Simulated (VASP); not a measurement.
# CdTe (I-4m2) in VASP: further runs

Runs on CdTe. Level: LDA. Tasks: single point.

All numbers are computed with VASP 6.6.1; they aren't measurements. Logs are shortened: lines on timing, memory, paths and dates and some standing lists are left out, and cuts for length are marked.

## (1) The cell of the first run

Symmetry: I-4m2, No. 119, tetragonal system. Conventional cell: a = 4.533 Å, b = 4.533 Å, c = 6.218 Å, α = 90.00°, β = 90.00°, γ = 90.00°. Within 3.6 Å of Cd (site symmetry -4m2) lie 4 Te at 2.75 Å. Within 3.6 Å of Te (site symmetry -4m2) lie 4 Cd at 2.75 Å.

## (2) Single point, LDA (strain -0.0300 x Voigt [0, 0, 1, 0, 0, 0])

Contents of INCAR:

```
SYSTEM = CdTe
  PREC = Accurate
  ENCUT = 520
  EDIFF = 1E-6
  ISMEAR = 0
  SIGMA = 0.05
  LREAL = .FALSE.
  LASPH = .TRUE.
  NELM = 80
  ALGO = Normal
  ISIF = 2
  LWAVE = .FALSE.
  LCHARG = .FALSE.
  NBANDS = 16
```

Contents of KPOINTS:

```
regular mesh
0
G
  8 8 8
  0 0 0
```

Contents of POSCAR:

```
CdTe
1.0
    0.0000000000      3.2050000000      3.1088500000
    3.2050000000      0.0000000000      3.1088500000
    3.2050000000      3.2050000000      0.0000000000
Cd Te
1 1
Direct
    0.0000000000      0.0000000000      0.0000000000
    0.7500000000      0.7500000000      0.7500000000
```

Potentials or basis: VASP PAW LDA potentials, release 64 (Cd, Te).

Launch:

```bash
cat potpaw_LDA.64/Cd/POTCAR potpaw_LDA.64/Te/POTCAR > POTCAR
mpirun -np 1 vasp_std > vasp.out
```

OUTCAR:

```text
SYSTEM = CdTe
   PREC = Accurate
   ENCUT = 520
   EDIFF = 1E-6
   ISMEAR = 0
   LREAL = .FALSE.
   LASPH = .TRUE.
   NELM = 80
   ISIF = 2

 ion  position               nearest neighbor table
   1  0.000  0.000  0.000-   2 2.75   2 2.75   2 2.75   2 2.75
   2  0.750  0.750  0.750-   1 2.75   1 2.75   1 2.75   1 2.75

  LATTYP: Found a body centered tetragonal cell.
 ALAT       =     4.5325544674
 C/A-ratio  =     1.3717871555

  Lattice vectors:

 A1 = (   0.0000000000,  -3.2050000000,  -3.1088500000)
 A2 = (   0.0000000000,   3.2050000000,  -3.1088500000)
 A3 = (   3.2050000000,   0.0000000000,   3.1088500000)

Analysis of symmetry for initial positions (statically):
=====================================================================
 Subroutine PRICEL returns:
 Original cell was already a primitive cell.

 Routine SETGRP: Setting up the symmetry group for a
 body centered tetragonal supercell.

 Subroutine GETGRP returns: Found  8 space group operations
 (whereof  8 operations were pure point group operations)
 out of a pool of 16 trial point group operations.

The static configuration has the point symmetry D_2d.

Analysis of symmetry for dynamics (positions and initial velocities):
=====================================================================
 Subroutine PRICEL returns:
 Original cell was already a primitive cell.

 Routine SETGRP: Setting up the symmetry group for a
 body centered tetragonal supercell.

 Subroutine GETGRP returns: Found  8 space group operations
 (whereof  8 operations were pure point group operations)
 out of a pool of 16 trial point group operations.

The dynamic configuration has the point symmetry D_2d.

 Subroutine INISYM returns: Found  8 space group operations
 (whereof  8 operations are pure point group operations),
 and found     1 'primitive' translations

----------------------------------------------------------------------------------------

                                     Primitive cell

  volume of cell :      63.8684

  direct lattice vectors                    reciprocal lattice vectors
     0.000000000  3.205000000  3.108850000    -0.156006240  0.156006240  0.160831176
     3.205000000  0.000000000  3.108850000     0.156006240 -0.156006240  0.160831176
     3.205000000  3.205000000  0.000000000     0.156006240  0.156006240 -0.160831176

  length of vectors
     4.465083798  4.465083798  4.532554467     0.273024836  0.273024836  0.273024836

  position of ions in fractional coordinates (direct lattice)
     0.000000000  0.000000000  0.000000000
     0.750000000  0.750000000  0.750000000
[... 79 lines left out ...]
   EDIFFG = 0.1E-04   stopping-criterion for IOM
   NSW    =      0    number of steps for IOM
   IBRION =     -1    ionic relax: 0-MD 1-quasi-New 2-CG
   NFREE  =      0    steps in history (QN), initial steepest desc. (CG)
   ISIF   =      2    stress and relaxation
   ISYM   =      2    0-nonsym 1-usesym 2-fastsym
   POTIM  = 0.5000    time-step for ionic-motion
   TEBEG  =    0.0;   TEEND  =   0.0 temperature during run
   PSTRESS=    0.0 pullay stress
   NELECT =      18.0000    total number of electrons
   NUPDOWN=      -1.0000    fix difference up-down
   EMIN   =  10.00;   EMAX   =-10.00  energy-range for DOS
   EFERMI =   0.00;   METHOD = LEGACY
   ISMEAR =     0;   SIGMA  =   0.05  broadening in eV -4-tet -1-fermi 0-gaus
   EFERMI_NEDOS =   21; number of points for ismear=-14 and -15
   IALGO  =     38    algorithm
   IMIX   =      4    mixing-type and parameters
     AMIX     =   0.40;   BMIX     =  1.00
     AMIX_MAG =   1.60;   BMIX_MAG =  1.00
  volume/ion in A,a.u.               =      31.93       215.50
  Fermi-wavevector in a.u.,A,eV,Ry     =   1.073339  2.028317 15.674692  1.152057
  Thomas-Fermi vector in A             =   2.209136
   LORBIT       =      0    0 simple, 1 ext, 2 COOP (PROOUT), +10 PAW based schemes
   GGA     = CA    functional components
   LHFCALC =     F    Hartree Fock is set to
   AEXX    =    0.0000 exact exchange contribution
   IVDW    =     0    specifies the selected vdW correction
   LEPSILON=     F    determine dielectric tensor
   LRPA    =     F    only Hartree local field effects (RPA)
 non-spin polarized calculation
 Gauss-broadening in eV      SIGMA  =   0.05
  energy-cutoff  :      520.00
  volume of cell :       63.87
 maximum number of plane-waves:      1751
 NGX is ok and might be reduce to    36
   NGX = 17   NGY = 17   NGZ = 17

 number of electron      18.0000001 magnetization

 Free energy of the ion-electron system (eV)
  ---------------------------------------------------
  ext. energy  EPLUGINS =         0.00000000
  ---------------------------------------------------
  free energy    TOTEN  =        -6.03662429 eV

  energy without entropy =       -6.03662429  energy(sigma->0) =       -6.03662429

 E-fermi :   3.0290     XC(G=0):  -9.2233

 val. band max:        2.8313537242   @ k =   0.0000   0.0000   0.0000
 cond. band min:       3.5100606185   @ k =   0.0000   0.0000   0.0000
 fundamental gap:      0.6787068943
 Fermi energy:         3.0289958225

 k-point     1 :       0.0000    0.0000    0.0000
  band No.  band energies     occupation
      1      -8.8591      2.00000
      2      -5.7716      2.00000
      3      -5.7716      2.00000
      4      -5.7648      2.00000
      5      -5.4603      2.00000
      6      -5.4510      2.00000
[... 433 lines left out ...]
      3      -5.6812      2.00000
      4      -5.4864      2.00000
      5      -5.4430      2.00000
      6      -5.3180      2.00000
[... 8 lines left out ...]
     15      11.8712      0.00000
     16      12.6175      0.00000

 [... further k-points ...]

------------------------ aborting loop because EDIFF is reached ----------------------------------------

  FORCE on cell =-STRESS in cart. coord.  units (eV):
  Direction    XX          YY          ZZ          XY          YZ          ZX
  --------------------------------------------------------------------------------------
  -------------------------------------------------------------------------------------
  Total        0.6399429      0.6399429      0.8317855      0.0000000      0.0000000      0.0000000
  in kB       16.0533621     16.0533621     20.8658504      0.0000000      0.0000000      0.0000000
  external PRESSURE =      17.6575249 kB  Pullay stress =       0.0000000 kB

 VOLUME and BASIS-vectors are now :
 -----------------------------------------------------------------------------
  energy-cutoff  :      520.00
  volume of cell :       63.87
      direct lattice vectors                 reciprocal lattice vectors
     0.000000000  3.205000000  3.108850000    -0.156006240  0.156006240  0.160831176
     3.205000000  0.000000000  3.108850000     0.156006240 -0.156006240  0.160831176
     3.205000000  3.205000000  0.000000000     0.156006240  0.156006240 -0.160831176

 POSITION                                       TOTAL-FORCE (eV/Angst)
 -----------------------------------------------------------------------------------
      0.00000      0.00000      0.00000        -0.000000     -0.000000     -0.000000
      4.80750      4.80750      4.66327         0.000000      0.000000      0.000000
 -----------------------------------------------------------------------------------
    total drift:                               -0.000000     -0.000000      0.000001

  FREE ENERGIE OF THE ION-ELECTRON SYSTEM (eV)
  ---------------------------------------------------
  free  energy   TOTEN  =        -6.0366242935 eV

  energy  without entropy=       -6.0366242935  energy(sigma->0) =       -6.03662429
```

OSZICAR:

```text
N       E                     dE             d eps       ncg     rms          rms(c)
DAV:   1     0.100926476401E+03    0.10093E+03   -0.83931E+03  1944   0.982E+02
DAV:   2    -0.265335401265E+01   -0.10358E+03   -0.98303E+02  2328   0.240E+02
DAV:   3    -0.624710839008E+01   -0.35938E+01   -0.35885E+01  2320   0.462E+01
DAV:   4    -0.628054617789E+01   -0.33438E-01   -0.33436E-01  2824   0.397E+00
DAV:   5    -0.628067333846E+01   -0.12716E-03   -0.12716E-03  2456   0.198E-01    0.645E+00
DAV:   6    -0.606125478879E+01    0.21942E+00   -0.37116E-01  2392   0.803E+00    0.511E+00
DAV:   7    -0.603870574093E+01    0.22549E-01   -0.97814E-02  2432   0.214E+00    0.181E+00
DAV:   8    -0.603688234814E+01    0.18234E-02   -0.11080E-02  2104   0.127E+00    0.442E-01
DAV:   9    -0.603663202273E+01    0.25033E-03   -0.80943E-04  2472   0.325E-01    0.122E-01
DAV:  10    -0.603662219804E+01    0.98247E-05   -0.88328E-05  2304   0.820E-02    0.544E-02
DAV:  11    -0.603662518327E+01   -0.29852E-05   -0.22560E-05  2536   0.463E-02    0.294E-02
DAV:  12    -0.603662429347E+01    0.88980E-06   -0.18375E-06  1960   0.142E-02
   1 F= -.60366243E+01 E0= -.60366243E+01  d E =-.902176E-11
```

Run time: 90 s. Hardware: 1 thread of Intel Xeon 8259CL, shared host; peak memory 0.21 GiB.

Results:

```
Free energy            : -6.0366 eV
Pressure               : 1.8 GPa
Band gap on the k mesh : 0.68 eV
```

Stress tensor (GPa, compression positive):
```
1.61 0.00 0.00
0.00 1.61 0.00
0.00 0.00 2.09
```

Caveat: the cell differs from its parent crystal (strain -0.0300 x Voigt [0, 0, 1, 0, 0, 0]); spin-orbit coupling is left out, which moves the levels of the heavy elements.

## (3) Single point, LDA (strain +0.0600 x Voigt [0, 0, 1, 0, 0, 0])

Contents of INCAR:

```
SYSTEM = CdTe
PREC = Accurate
ENCUT = 520
EDIFF = 1E-6
ISMEAR = 0
SIGMA = 0.05
LREAL = .FALSE.
LASPH = .TRUE.
NELM = 80
ALGO = Normal
ISIF = 2
LWAVE = .FALSE.
LCHARG = .FALSE.
GGA = CA
NBANDS = 16
```

KPOINTS is that of step 2.

Contents of POSCAR:

```
CdTe
1.0
    0.0000000000      3.2050000000      3.3973000000
    3.2050000000      0.0000000000      3.3973000000
    3.2050000000      3.2050000000      0.0000000000
Cd Te
1 1
Direct
    0.0000000000      0.0000000000      0.0000000000
    0.7500000000      0.7500000000      0.7500000000
```

Potentials or basis: VASP PAW LDA potentials, release 64 (Cd, Te).

Launch:

```bash
cat potpaw_LDA.64/Cd/POTCAR potpaw_LDA.64/Te/POTCAR > POTCAR
mpirun -np 1 vasp_std > vasp.out
```

Run time: 81 s. Hardware: 1 thread of Intel Xeon 8259CL, shared host; peak memory 0.22 GiB.

Results (log left out):

```
Free energy            : -6.0153 eV
Pressure               : -2.2 GPa
Band gap on the k mesh : 0.39 eV
```

Stress tensor (GPa, compression positive):
```
-1.77  0.00  0.00
 0.00 -1.77  0.00
 0.00  0.00 -3.05
```

Levels at points of the mesh, in eV from the valence-band top:
| k point | band 6 | band 7 | band 8 | band 9 | band 10 | band 11 | band 12 | band 13 |
| --- | --- | --- | --- | --- | --- | --- | --- | --- |
| (0.00, 0.00, 0.00) | -8.02 | -0.21 | 0.00 | 0.00 | 0.39 | 4.46 | 4.46 | 4.48 |
| (0.50, 0.00, 0.00) | -7.70 | -4.42 | -0.96 | -0.67 | 1.54 | 4.91 | 5.21 | 6.79 |
| (0.50, 0.50, 0.00) | -7.63 | -4.50 | -1.70 | -1.70 | 2.58 | 2.78 | 8.14 | 8.78 |
| (0.50, 0.00, 0.50) | -7.55 | -4.22 | -1.98 | -1.90 | 2.35 | 2.36 | 8.49 | 8.53 |

Caveat: the cell differs from its parent crystal (strain +0.0600 x Voigt [0, 0, 1, 0, 0, 0]); spin-orbit coupling is left out, which moves the levels of the heavy elements.
